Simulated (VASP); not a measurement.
# CsC2 (Ccce) in VASP: relaxation of cell and atoms with PBE

Aim: the relaxation of cell and atoms of CsC2 with PBE.

All numbers are computed with VASP 6.6.1; they aren't measurements. Logs are shortened: lines on timing, memory, paths and dates and some standing lists are left out, and cuts for length are marked.

### Step 1. The cell of the first run

It takes space group Ccce (No. 68, orthorhombic). The conventional cell has a = 6.305 Å, b = 8.029 Å, c = 5.209 Å, α = 90.00°, β = 90.00°, γ = 90.00°. Cs (site symmetry 222) has 8 C at 2.63 to 3.21 Å within 3.5 Å. C (site symmetry 2) has 6 C at 2.60 to 3.41 Å and 4 Cs at 2.63 to 3.21 Å within 3.5 Å.

The cell was generated, and may not be a known phase.

### Step 2. Relaxation of cell and atoms, PBE

File INCAR:

```
SYSTEM = CsC2
  ALGO = Normal
  EDIFF = 1E-6
  EDIFFG = -0.04
  ENCUT = 600
  GGA = PE
  IBRION = 2
  ISIF = 3
  ISMEAR = 0
  LASPH = .TRUE.
  LCHARG = .FALSE.
  LREAL = .FALSE.
  LWAVE = .FALSE.
  NELM = 80
  NSW = 90
  PREC = Accurate
  SIGMA = 0.1
```

File KPOINTS:

```
k-points
0
G
  4 4 4
  0 0 0
```

File POSCAR:

```
CsC2
1.0
    3.1524895753     -4.0144752271      0.0000000000
    3.1524895753      4.0144752271      0.0000000000
    0.0000000000      0.0000000000      5.2093801699
Cs C
2 4
Direct
    0.0000000000      0.0000000000      0.0000000000
    0.5000000000      0.5000000000      0.5000000000
    0.0000000000      0.5000000000      0.1250000000
    0.5000000000      0.0000000000      0.3750000000
    0.0000000000      0.5000000000      0.6250000000
    0.5000000000      0.0000000000      0.8750000000
```

Potentials or basis: VASP PAW PBE potentials, release 64 (Cs_sv, C).

Run with:

```bash
$ cat potpaw_PBE.64/Cs_sv/POTCAR potpaw_PBE.64/C/POTCAR > POTCAR
$ mpirun -np 1 vasp_std > vasp.out
```

OUTCAR:

```text
SYSTEM = CsC2
   EDIFF = 1E-6
   EDIFFG = -0.04
   ENCUT = 600
   GGA = PE
   IBRION = 2
   ISIF = 3
   ISMEAR = 0
   LASPH = .TRUE.
   LREAL = .FALSE.
   NELM = 80
   NSW = 90
   PREC = Accurate

 ion  position               nearest neighbor table
   1  0.000  0.000  0.000-
   2  0.500  0.500  0.500-
   3  0.000  0.500  0.125-
   4  0.500  0.000  0.375-
   5  0.000  0.500  0.625-
   6  0.500  0.000  0.875-

  LATTYP: Found a base centered orthorhombic cell.
 ALAT       =     6.3049791506
 B/A-ratio  =     1.2734301355
 C/A-ratio  =     0.8262327353

  Lattice vectors:

 A1 = (   3.1524895753,  -4.0144752271,   0.0000000000)
 A2 = (   3.1524895753,   4.0144752271,   0.0000000000)
 A3 = (   0.0000000000,   0.0000000000,   5.2093801699)

Analysis of symmetry for initial positions (statically):
=====================================================================
 Subroutine PRICEL returns:
 Original cell was already a primitive cell.

 Routine SETGRP: Setting up the symmetry group for a
 base centered orthorhombic supercell.

 Subroutine GETGRP returns: Found  8 space group operations
 (whereof  4 operations were pure point group operations)
 out of a pool of  8 trial point group operations.

The static configuration has the point symmetry D_2 .
 The point group associated with its full space group is D_2h.

Analysis of symmetry for dynamics (positions and initial velocities):
=====================================================================
 Subroutine PRICEL returns:
 Original cell was already a primitive cell.

 Routine SETGRP: Setting up the symmetry group for a
 base centered orthorhombic supercell.

 Subroutine GETGRP returns: Found  8 space group operations
 (whereof  4 operations were pure point group operations)
 out of a pool of  8 trial point group operations.

The dynamic configuration has the point symmetry D_2 .
 The point group associated with its full space group is D_2h.

 Subroutine INISYM returns: Found  8 space group operations
 (whereof  4 operations are pure point group operations),
 and found     1 'primitive' translations

----------------------------------------------------------------------------------------

                                     Primitive cell

  volume of cell :     131.8556

  direct lattice vectors                    reciprocal lattice vectors
     3.152489575 -4.014475227  0.000000000     0.158604807 -0.124549280  0.000000000
     3.152489575  4.014475227  0.000000000     0.158604807  0.124549280  0.000000000
     0.000000000  0.000000000  5.209380170     0.000000000  0.000000000  0.191961417

  length of vectors
     5.104331677  5.104331677  5.209380170     0.201663105  0.201663105  0.191961417

  position of ions in fractional coordinates (direct lattice)
     0.000000000  0.000000000  0.000000000
     0.500000000  0.500000000  0.500000000
     0.000000000  0.500000000  0.125000000
     0.500000000  0.000000000  0.375000000
     0.000000000  0.500000000  0.625000000
     0.500000000  0.000000000  0.875000000

  ion indices of the primitive-cell ions
   primitive index   ion index
                 1           1
                 2           2
                 3           3
                 4           4
                 5           5
                 6           6

----------------------------------------------------------------------------------------

 KPOINTS: k-points

Automatic generation of k-mesh.
 Grid dimensions read from file:
 generate k-points for:    4    4    4

 Generating k-lattice:

  Cartesian coordinates                     Fractional coordinates (reciprocal lattice)
     0.039651202 -0.031137320  0.000000000     0.250000000  0.000000000  0.000000000
     0.039651202  0.031137320  0.000000000     0.000000000  0.250000000  0.000000000
     0.000000000  0.000000000  0.047990354     0.000000000  0.000000000  0.250000000

  Length of vectors
     0.050415776  0.050415776  0.047990354

  Shift w.r.t. Gamma in fractional coordinates (k-lattice)
     0.000000000  0.000000000  0.000000000

 Subroutine IBZKPT returns following result:
 ===========================================

 Found     21 irreducible k-points:

 Following reciprocal coordinates:
            Coordinates               Weight
  0.000000  0.000000  0.000000      1.000000
  0.250000  0.000000  0.000000      4.000000
  0.500000  0.000000  0.000000      2.000000
  0.250000  0.250000  0.000000      2.000000
  0.500000  0.250000  0.000000      4.000000
 -0.250000  0.250000  0.000000      2.000000
[... 13 lines left out ...]
 -0.250000  0.250000  0.500000      2.000000
  0.500000  0.500000  0.500000      1.000000
   k-points           NKPTS =     21   k-points in BZ     NKDIM =     21   number of bands    NBANDS=     21
   number of dos      NEDOS =    301   number of ions     NIONS =      6
   total plane-waves  NPLWV =  74088
   dimension x,y,z NGX =    42 NGY =   42 NGZ =   42
   dimension x,y,z NGXF=    84 NGYF=   84 NGZF=   84
   ions per type =               2   4
   NGX,Y,Z   is equivalent  to a cutoff of  13.68, 13.68, 13.40 a.u.
   NGXF,Y,Z  is equivalent  to a cutoff of  27.36, 27.36, 26.81 a.u.
 SYSTEM =  CsC2
   PREC   = accura    normal or accurate (medium, high low for compatibility)
   ISTART =      0    job   : 0-new  1-cont  2-samecut
   ICHARG =      2    charge: 1-file 2-atom 10-const
   ISPIN  =      1    spin polarized calculation?
   LNONCOLLINEAR =      F non collinear calculations
   LSORBIT =      F    spin-orbit coupling
   LASPH  =      T    aspherical Exc in radial PAW
   ENCUT  =  600.0 eV  44.10 Ry    6.64 a.u.  10.19 10.19 10.40*2*pi/ulx,y,z
   NELM   =     80;   NELMIN=  2; NELMDL= -5     # of ELM steps
   EDIFF  = 0.1E-05   stopping-criterion for ELM
   LREAL  =      F    real-space projection
   EDIFFG = -.4E-01   stopping-criterion for IOM
   NSW    =     90    number of steps for IOM
   IBRION =      2    ionic relax: 0-MD 1-quasi-New 2-CG
   NFREE  =      1    steps in history (QN), initial steepest desc. (CG)
   ISIF   =      3    stress and relaxation
   ISYM   =      2    0-nonsym 1-usesym 2-fastsym
   POTIM  = 0.5000    time-step for ionic-motion
   TEBEG  =    0.0;   TEEND  =   0.0 temperature during run
   PSTRESS=    0.0 pullay stress
   NELECT =      34.0000    total number of electrons
   NUPDOWN=      -1.0000    fix difference up-down
   EMIN   =  10.00;   EMAX   =-10.00  energy-range for DOS
   EFERMI =   0.00;   METHOD = LEGACY
   ISMEAR =     0;   SIGMA  =   0.10  broadening in eV -4-tet -1-fermi 0-gaus
   EFERMI_NEDOS =   21; number of points for ismear=-14 and -15
   IALGO  =     38    algorithm
   IMIX   =      4    mixing-type and parameters
     AMIX     =   0.40;   BMIX     =  1.00
     AMIX_MAG =   1.60;   BMIX_MAG =  1.00
  volume/ion in A,a.u.               =      21.98       148.30
  Fermi-wavevector in a.u.,A,eV,Ry     =   1.042001  1.969097 14.772756  1.085767
  Thomas-Fermi vector in A             =   2.176647
   LORBIT       =      0    0 simple, 1 ext, 2 COOP (PROOUT), +10 PAW based schemes
   GGA     = PE    functional components
   LHFCALC =     F    Hartree Fock is set to
   AEXX    =    0.0000 exact exchange contribution
   IVDW    =     0    specifies the selected vdW correction
   LEPSILON=     F    determine dielectric tensor
   LRPA    =     F    only Hartree local field effects (RPA)
 conjugate gradient relaxation of ions
 non-spin polarized calculation
 Gauss-broadening in eV      SIGMA  =   0.10
  energy-cutoff  :      600.00
  volume of cell :      131.86
 maximum number of plane-waves:      4432
 NGX is ok and might be reduce to    42
   NGX = 21   NGY = 21   NGZ = 21

--------------------------------------- Ionic step        1  -------------------------------------------

 number of electron      33.9999996 magnetization

 Free energy of the ion-electron system (eV)
  ---------------------------------------------------
  ext. energy  EPLUGINS =         0.00000000
  ---------------------------------------------------
  free energy    TOTEN  =       -15.23554526 eV

  energy without entropy =      -15.20407874  energy(sigma->0) =      -15.21981200

------------------------ aborting loop because EDIFF is reached ----------------------------------------

  FORCE on cell =-STRESS in cart. coord.  units (eV):
  Direction    XX          YY          ZZ          XY          YZ          ZX
  --------------------------------------------------------------------------------------
  -------------------------------------------------------------------------------------
  Total        1.1859214      6.4152432    -11.8048133      0.0000000      0.0000000      0.0000000
  in kB       14.4101330     77.9516329   -143.4403104      0.0000000      0.0000000      0.0000000
  external PRESSURE =     -17.0261815 kB  Pullay stress =       0.0000000 kB
[... 101 lines left out ...]
  FREE ENERGIE OF THE ION-ELECTRON SYSTEM (eV)
  ---------------------------------------------------
  free  energy   TOTEN  =       -21.3064886724 eV

  energy  without entropy=      -21.2670348036  energy(sigma->0) =      -21.28676174

 E-fermi :   5.9507     XC(G=0): -10.5729

 val. band max:        5.7711263333   @ k =   0.0000   0.0000   0.5000
 cond. band min:       6.1258818028   @ k =   0.5000   0.0000   0.5000
 fundamental gap:      0.3547554695
 Fermi energy:         5.9507377026

 k-point     1 :       0.0000    0.0000    0.0000
  band No.  band energies     occupation
      1     -18.9495      2.00000
      2     -18.3885      2.00000
      3     -10.5200      2.00000
      4     -10.2725      2.00000
      5      -7.2124      2.00000
      6      -5.7845      2.00000
[... 493 lines left out ...]
     20       5.7345      1.99778
     21       7.1429      0.00000

 E-fermi :   3.5452     XC(G=0):  -9.0310

 val. band max:        3.1167473277   @ k =   0.0000   0.0000   0.5000
 cond. band min:       4.2674578998   @ k =   0.0000   0.0000   0.0000
 fundamental gap:      1.1507105721
 Fermi energy:         3.5451759572

 k-point     1 :       0.0000    0.0000    0.0000
  band No.  band energies     occupation
      1     -20.5586      2.00000
      2     -20.5035      2.00000
      3     -11.9537      2.00000
      4     -11.9395      2.00000
      5      -7.5798      2.00000
      6      -7.1516      2.00000
[... 493 lines left out ...]
     20       2.9444      2.00000
     21       4.8289      0.00000

[... ionic steps 4 to 28 ...]

--------------------------------------- Ionic step       29  -------------------------------------------

 number of electron      34.0000009 magnetization

------------------------ aborting loop because EDIFF is reached ----------------------------------------
[... 75 lines left out ...]
--------------------------------------- Ionic step       31  -------------------------------------------

 number of electron      34.0000010 magnetization

 Free energy of the ion-electron system (eV)
  ---------------------------------------------------
  ext. energy  EPLUGINS =         0.00000000
  ---------------------------------------------------
  free energy    TOTEN  =       -33.37955256 eV

  energy without entropy =      -33.37955256  energy(sigma->0) =      -33.37955256

 E-fermi :   3.9178     XC(G=0):  -9.3974

 val. band max:        3.4396395899   @ k =   0.0000   0.0000   0.5000
 cond. band min:       4.9627588494   @ k =   0.0000   0.0000   0.0000
 fundamental gap:      1.5231192595
 Fermi energy:         3.9178220498

 k-point     1 :       0.0000    0.0000    0.0000
  band No.  band energies     occupation
      1     -19.9005      2.00000
      2     -19.8304      2.00000
      3     -11.8012      2.00000
      4     -11.7836      2.00000
      5      -6.9602      2.00000
      6      -6.7736      2.00000
[... 526 lines left out ...]
  FREE ENERGIE OF THE ION-ELECTRON SYSTEM (eV)
  ---------------------------------------------------
  free  energy   TOTEN  =       -33.3795525576 eV

  energy  without entropy=      -33.3795525576  energy(sigma->0) =      -33.37955256

 reached required accuracy - stopping structural energy minimisation
```

It took 12 min on 1 thread of Intel Xeon 6975P-C (Granite Rapids), shared host; peak memory 0.32 GiB.

What came out:

- Free energy: -33.3796 eV
- Relaxed volume: 18.95 Å³/atom
- Relaxed cell: a = 6.362 Å, b = 6.362 Å, c = 2.814 Å, α = 90.00°, β = 90.00°, γ = 93.50°
- Space group after relaxing (to 0.1 Å): Ccce (No. 68)
- Pressure after relaxing: 0.0 GPa
- Largest force after relaxing: 0.005 eV/Å
- Band gap on the k mesh: zero (bands 17 and 18 overlap by 4.95 eV)

Forces on the atoms (eV/Å):
```
Cs   0.000  0.000  0.000
Cs   0.000  0.000  0.000
C    0.000  0.000  0.005
C    0.000  0.000 -0.005
C    0.000  0.000  0.005
C    0.000  0.000 -0.005
```

Final structure:
```yaml
crystal:
  lattice:
    - [4.35936, -4.63423, 0.00000]
    - [4.35936, 4.63423, 0.00000]
    - [0.00000, 0.00000, 2.81435]
  atoms:
    - { symbol: Cs, position: [0.00000, 0.00000, 0.00000] }
    - { symbol: Cs, position: [0.50000, 0.50000, 0.50000] }
    - { symbol: C, position: [0.00000, 0.50000, 0.12101] }
    - { symbol: C, position: [0.50000, 0.00000, 0.37899] }
    - { symbol: C, position: [0.00000, 0.50000, 0.62101] }
    - { symbol: C, position: [0.50000, 0.00000, 0.87899] }
```

Caveat: a cell axis changed by over 15 % at a fixed basis, so the end point is rough; spin-orbit coupling is left out, which moves the levels of the heavy elements.

The gap in the log of VASP goes by the Fermi energy; the results here count the filled bands.